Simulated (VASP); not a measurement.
# MgO in VASP: settings compared, part 3 of 3

VASP 6.6.1. Earlier steps stand in the parts before.

### Step 6. Single point, HSE06 (uniaxial z strain +2.3%)

File POSCAR:

```
MgO
1.0
    0.0000000000      2.2820056624      2.3354045949
    2.2820056624      0.0000000000      2.3354045949
    2.2820056624      2.2820056624      0.0000000000
Mg O
1 1
Direct
    0.0000000000      0.0000000000      0.0000000000
    0.2500000000      0.2500000000      0.2500000000
```

File INCAR.step1:

```
SYSTEM = MgO
  PREC = Accurate
  ENCUT = 520
  EDIFF = 1E-5
  ISMEAR = 0
  SIGMA = 0.01
  LREAL = .FALSE.
  LASPH = .TRUE.
  NELM = 100
  ALGO = Normal
  ISIF = 2
  LWAVE = .TRUE.
  GGA = PE
  NBANDS = 11
```

File INCAR.step2:

```
SYSTEM = MgO
  PREC = Accurate
  ENCUT = 520
  EDIFF = 1E-6
  ISMEAR = 0
  SIGMA = 0.01
  LREAL = .FALSE.
  LASPH = .TRUE.
  NELM = 100
  ALGO = Normal
  ISIF = 2
  LWAVE = .FALSE.
  LCHARG = .TRUE.
  GGA = PE
  LHFCALC = .TRUE.
  HFSCREEN = 0.2079
  PRECFOCK = Normal
  LELF = .TRUE.
  LVHAR = .TRUE.
  ISTART = 1
  NBANDS = 11
```

File KPOINTS:

```
regular mesh
0
G
  6 6 6
  0 0 0
```

Potentials or basis: VASP PAW PBE potentials, release 64 (Mg, O).

Started as:

```
> cat potpaw_PBE.64/Mg/POTCAR potpaw_PBE.64/O/POTCAR > POTCAR
> cp INCAR.step1 INCAR
> mpirun -np 1 vasp_std > vasp.out
> cp INCAR.step2 INCAR
> mpirun -np 1 vasp_std > vasp.out
```

OUTCAR:

```text
SYSTEM = MgO
   PREC = Accurate
   ENCUT = 520
   EDIFF = 1E-6
   ISMEAR = 0
   LREAL = .FALSE.
   LASPH = .TRUE.
   NELM = 100
   ISIF = 2
   GGA = PE
   LHFCALC = .TRUE.
   HFSCREEN = 0.2079
   PRECFOCK = Normal
   ISTART = 1

 ion  position               nearest neighbor table
   1  0.000  0.000  0.000-   2 1.99   2 1.99   2 1.99   2 1.99
   2  0.250  0.250  0.250-   1 1.99   1 1.99   1 1.99   1 1.99

  LATTYP: Found a body centered tetragonal cell.
 ALAT       =     3.2272433572
 C/A-ratio  =     1.4473061597

  Lattice vectors:

 A1 = (  -2.2820056624,   0.0000000000,   2.3354045949)
 A2 = (   2.2820056624,   0.0000000000,   2.3354045949)
 A3 = (   0.0000000000,   2.2820056624,  -2.3354045949)

Analysis of symmetry for initial positions (statically):
=====================================================================
 Subroutine PRICEL returns:
 Original cell was already a primitive cell.

 Routine SETGRP: Setting up the symmetry group for a
 body centered tetragonal supercell.

 Subroutine GETGRP returns: Found  8 space group operations
 (whereof  8 operations were pure point group operations)
 out of a pool of 16 trial point group operations.

The static configuration has the point symmetry D_2d.

Analysis of symmetry for dynamics (positions and initial velocities):
=====================================================================
 Subroutine PRICEL returns:
 Original cell was already a primitive cell.

 Routine SETGRP: Setting up the symmetry group for a
 body centered tetragonal supercell.

 Subroutine GETGRP returns: Found  8 space group operations
 (whereof  8 operations were pure point group operations)
 out of a pool of 16 trial point group operations.

The dynamic configuration has the point symmetry D_2d.

 Subroutine INISYM returns: Found  8 space group operations
 (whereof  8 operations are pure point group operations),
 and found     1 'primitive' translations

----------------------------------------------------------------------------------------

                                     Primitive cell

  volume of cell :      24.3235

  direct lattice vectors                    reciprocal lattice vectors
     0.000000000  2.282005662  2.335404595    -0.219105504  0.219105504  0.214095665
     2.282005662  0.000000000  2.335404595     0.219105504 -0.219105504  0.214095665
     2.282005662  2.282005662  0.000000000     0.219105504  0.219105504 -0.214095665

  length of vectors
     3.265220431  3.265220431  3.227243357     0.376631647  0.376631647  0.376631647

  position of ions in fractional coordinates (direct lattice)
     0.000000000  0.000000000  0.000000000
     0.250000000  0.250000000  0.250000000

  ion indices of the primitive-cell ions
   primitive index   ion index
                 1           1
                 2           2

----------------------------------------------------------------------------------------

 KPOINTS: regular mesh

Automatic generation of k-mesh.
 Grid dimensions read from file:
 generate k-points for:    6    6    6

 Generating k-lattice:

  Cartesian coordinates                     Fractional coordinates (reciprocal lattice)
[... 42 lines left out ...]
   k-points           NKPTS =     30   k-points in BZ     NKDIM =    216   number of bands    NBANDS=     11
   number of dos      NEDOS =    301   number of ions     NIONS =      2
   total plane-waves  NPLWV =  13824
   dimension x,y,z NGX =    24 NGY =   24 NGZ =   24
   dimension x,y,z NGXF=    48 NGYF=   48 NGZF=   48
   ions per type =               1   1
   NGX,Y,Z   is equivalent  to a cutoff of  12.22, 12.22, 12.36 a.u.
   NGXF,Y,Z  is equivalent  to a cutoff of  24.44, 24.44, 24.73 a.u.
 SYSTEM =  MgO
   PREC   = accura    normal or accurate (medium, high low for compatibility)
   ISTART =      1    job   : 0-new  1-cont  2-samecut
   ICHARG =      0    charge: 1-file 2-atom 10-const
   ISPIN  =      1    spin polarized calculation?
   LNONCOLLINEAR =      F non collinear calculations
   LSORBIT =      F    spin-orbit coupling
   LASPH  =      T    aspherical Exc in radial PAW
   ENCUT  =  520.0 eV  38.22 Ry    6.18 a.u.   6.07  6.07  6.00*2*pi/ulx,y,z
   NELM   =    100;   NELMIN=  2; NELMDL=  0     # of ELM steps
   EDIFF  = 0.1E-05   stopping-criterion for ELM
   LREAL  =      F    real-space projection
   EDIFFG = 0.1E-04   stopping-criterion for IOM
   NSW    =      0    number of steps for IOM
   IBRION =     -1    ionic relax: 0-MD 1-quasi-New 2-CG
   NFREE  =      0    steps in history (QN), initial steepest desc. (CG)
   ISIF   =      2    stress and relaxation
   ISYM   =      3    0-nonsym 1-usesym 2-fastsym
   POTIM  = 0.5000    time-step for ionic-motion
   TEBEG  =    0.0;   TEEND  =   0.0 temperature during run
   PSTRESS=    0.0 pullay stress
   NELECT =       8.0000    total number of electrons
   NUPDOWN=      -1.0000    fix difference up-down
   EMIN   =  10.00;   EMAX   =-10.00  energy-range for DOS
   EFERMI =   0.00;   METHOD = LEGACY
   ISMEAR =     0;   SIGMA  =   0.01  broadening in eV -4-tet -1-fermi 0-gaus
   EFERMI_NEDOS =   21; number of points for ismear=-14 and -15
   IALGO  =     38    algorithm
   IMIX   =      1    mixing-type and parameters
     AMIX     =   0.40;   BMIX     =  1.00
     AMIX_MAG =   1.60;   BMIX_MAG =  1.00
  volume/ion in A,a.u.               =      12.16        82.07
  Fermi-wavevector in a.u.,A,eV,Ry     =   1.130046  2.135478 17.374708  1.277005
  Thomas-Fermi vector in A             =   2.266742
   LORBIT       =      0    0 simple, 1 ext, 2 COOP (PROOUT), +10 PAW based schemes
   GGA     = PE    functional components
   LHFCALC =     T    Hartree Fock is set to
   PRECFOCK=normal    Normal, Fast or Accurate (Low or Medium for compatibility)
   ENCUT4O =  -1.0   cutoff for four orbital integrals eV
   NKREDX  =     1    reduce k-point grid by
   NKREDY  =     1    reduce k-point grid by
   NKREDZ  =     1    reduce k-point grid by
   AEXX    =    0.2500 exact exchange contribution
   HFSCREEN=    0.2079 screening length (either q_TF or 0.3 A-1)
   HFSCREENC=   0.2079 screening length for correlation (either q_TF or 0.3 A-1)
   ENCUTFOCK=  -1.0 apply spherical cutoff to Coloumb kernel
   IVDW    =     0    specifies the selected vdW correction
   LEPSILON=     F    determine dielectric tensor
   LRPA    =     F    only Hartree local field effects (RPA)
 non-spin polarized calculation
 Gauss-broadening in eV      SIGMA  =   0.01
  energy-cutoff  :      520.00
  volume of cell :       24.32
 maximum number of plane-waves:       670
  NGX = 20; NGY = 20; NGZ = 20

 number of electron       8.0000003 magnetization

 Free energy of the ion-electron system (eV)
  ---------------------------------------------------
  ext. energy  EPLUGINS =         0.00000000
  ---------------------------------------------------
  free energy    TOTEN  =       -13.93445950 eV

  energy without entropy =      -13.93445950  energy(sigma->0) =      -13.93445950

 E-fermi :  -0.4277     XC(G=0):  -7.9361

 val. band max:       -0.5415485325   @ k =   0.0000   0.0000   0.0000
 cond. band min:       4.5342107725   @ k =   0.0000   0.0000   0.0000
 fundamental gap:      5.0757593050
 Fermi energy:        -0.4276947935

 k-point     1 :       0.0000    0.0000    0.0000
  band No.  band energies     occupation
      1     -17.8711      2.00000
      2      -0.5942      2.00000
      3      -0.5415      2.00000
      4      -0.5415      2.00000
      5       4.5342      0.00000
      6      17.9812      0.00000
      7      17.9812      0.00000
      8      17.9828      0.00000
      9      21.1760      0.00000
     10      21.1923      0.00000
     11      21.8860      0.00000
[... 309 lines left out ...]
 k-point    24 :       0.5000    0.0000    0.3333
  band No.  band energies     occupation
      1     -17.0483      2.00000
      2      -2.9750      2.00000
      3      -1.6988      2.00000
      4      -1.2564      2.00000
      5       8.0528      0.00000
      6      12.6207      0.00000
      7      14.9909      0.00000
      8      17.3983      0.00000
      9      18.1552      0.00000
     10      24.7461      0.00000
     11      25.3363      0.00000

 [... further k-points ...]
[... 5 lines left out ...]
  --------------------------------------------------------------------------------------
  -------------------------------------------------------------------------------------
  Total       -0.3857138     -0.3857138     -0.5730928      0.0000000      0.0000000      0.0000000
  in kB      -25.4068148    -25.4068148    -37.7493901      0.0000000      0.0000000      0.0000000
  external PRESSURE =     -29.5210066 kB  Pullay stress =       0.0000000 kB

 VOLUME and BASIS-vectors are now :
 -----------------------------------------------------------------------------
  energy-cutoff  :      520.00
  volume of cell :       24.32
      direct lattice vectors                 reciprocal lattice vectors
     0.000000000  2.282005662  2.335404595    -0.219105504  0.219105504  0.214095665
     2.282005662  0.000000000  2.335404595     0.219105504 -0.219105504  0.214095665
     2.282005662  2.282005662  0.000000000     0.219105504  0.219105504 -0.214095665

 POSITION                                       TOTAL-FORCE (eV/Angst)
 -----------------------------------------------------------------------------------
      0.00000      0.00000      0.00000        -0.000000     -0.000000      0.000000
      1.14100      1.14100      1.16770         0.000000      0.000000     -0.000000
 -----------------------------------------------------------------------------------
    total drift:                                0.000002      0.000002      0.000004

  FREE ENERGIE OF THE ION-ELECTRON SYSTEM (eV)
  ---------------------------------------------------
  free  energy   TOTEN  =       -13.9344595004 eV

  energy  without entropy=      -13.9344595004  energy(sigma->0) =      -13.93445950
```

Wall time 16 min (1 thread of Intel Xeon 6975P-C, shared host); peak memory 0.25 GiB.

Results:

| Property | Result |
| --- | --- |
| Free energy | -13.9345 eV |
| Pressure | -3.0 GPa |
| Band gap on the k mesh | 5.08 eV, direct |

Levels at points of the mesh, in eV from the valence-band top:
```tsv
k point	band 2	band 3	band 4	band 5	band 6	band 7
(0.00, 0.00, 0.00)	-0.05	0.00	0.00	5.08	18.52	18.52
(0.50, 0.00, 0.00)	-3.17	-0.28	-0.17	10.39	11.40	16.12
(0.50, 0.50, 0.00)	-2.72	-0.75	-0.75	7.81	13.29	15.80
(0.50, 0.00, 0.50)	-2.61	-0.86	-0.85	7.81	13.23	15.99
```

Caveat: the cell differs from its parent crystal (uniaxial z strain +2.3%); the PAW data sets were made with another functional, which shifts forces and pressure a little.

### Step 7. Overview

| level | cell | k mesh | grid for exact exchange (PRECFOCK) | screening parameter | gap on the mesh (eV) | pressure (GPa) |
| --- | --- | --- | --- | --- | --- | --- |
| r2SCAN | a = 3.133, b = 3.133, c = 3.037 Å, angles 61.0, 61.0, 58.0°, 2 atoms | 10 × 10 × 10 | - | - | 5.00 | 19.0 |
| r2SCAN | a = 3.265, b = 3.265, c = 3.227 Å, angles 60.4, 60.4, 59.2°, 2 atoms | 10 × 10 × 10 | - | - | 4.16 | -3.4 |
| HSE06 | a = 3.125 Å, angles 60.0°, 2 atoms | 6 × 6 × 6 | Normal | 0.2079 1/Å | 5.88 | 14.9 |
| HSE06 | a = 3.133, b = 3.133, c = 3.037 Å, angles 61.0, 61.0, 58.0°, 2 atoms | 6 × 6 × 6 | Normal | 0.2079 1/Å | 5.97 | 19.5 |
| HSE06 | a = 3.265, b = 3.265, c = 3.227 Å, angles 60.4, 60.4, 59.2°, 2 atoms | 6 × 6 × 6 | Normal | 0.2079 1/Å | 5.08 | -3.0 |

Alike in all rows: task single point; potentials or basis VASP PAW PBE potentials, release 64 (Mg, O); no spin polarisation; cutoff (eV) 520; smearing gaussian 0.01 eV.

Caveats: the PAW data sets were made with another functional, which shifts forces and pressure a little.

Total energies depend on the potentials used, so only differences within one code and one set of settings carry meaning.
